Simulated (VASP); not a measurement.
Wanted: the native input for a VASP 6.6.1 run.

```yaml
Task: single point
Functional: PBE
Potentials_or_basis: VASP PAW PBE potentials, release 64 (Ca_sv, Ge_d, N)
Cutoff: 520 eV
k_mesh: 10 × 10 × 10
Occupations: gaussian, width 0.1 eV
Spin: no spin polarisation
Dipole_correction: no
Further_INCAR_settings: ALGO = Normal; EDIFF = 1e-07; NBANDS = 34
```

The structure of Ca2Ge2N lies in POSCAR:

```
Ca2Ge2N
1.0
    2.0665863269     -6.0041507981      0.0000000000
    2.0665863269      6.0041507981      0.0000000000
    0.0000000000      0.0000000000      4.1887044811
Ca Ge N
2 2 1
Direct
    0.3686129881      0.6313870119      0.0000000000
    0.6313870119      0.3686129881      0.0000000000
    0.1699808419      0.8300191581      0.5000000000
    0.8300191581      0.1699808419      0.5000000000
    0.0000000000      0.0000000000      0.5000000000
```

The cell was generated, and may not be a known phase.

The input as run:

INCAR

```
ALGO = Normal
EDIFF = 1E-7
ENCUT = 520
GGA = PE
ISIF = 2
ISMEAR = 0
LASPH = True
LCHARG = False
LREAL = False
LWAVE = False
NBANDS = 34
NELM = 80
PREC = Accurate
SIGMA = 0.1
```

KPOINTS

```
k-points
0
Gamma
  10 10 10
```

Potentials or basis: VASP PAW PBE potentials, release 64 (Ca_sv, Ge_d, N).

Launch:

```bash
$ cat potpaw_PBE.64/Ca_sv/POTCAR potpaw_PBE.64/Ge_d/POTCAR potpaw_PBE.64/N/POTCAR > POTCAR
$ mpirun -np 1 vasp_std > vasp.out
```

It gave:

| Property | Result |
| --- | --- |
| Pressure | 0.1 GPa |
| Largest force | 0.014 eV/Å |
| Band gap on the k mesh | zero (an odd number of electrons rules out a gap without spin polarisation) |

Caveat: an odd number of electrons without spin polarisation forces a metal; a magnetic or distorted state may lie lower.

Run time: 26 min on 1 thread of Oxide Virtual Turin-like Processor, on a shared host, peak memory 0.66 GiB.
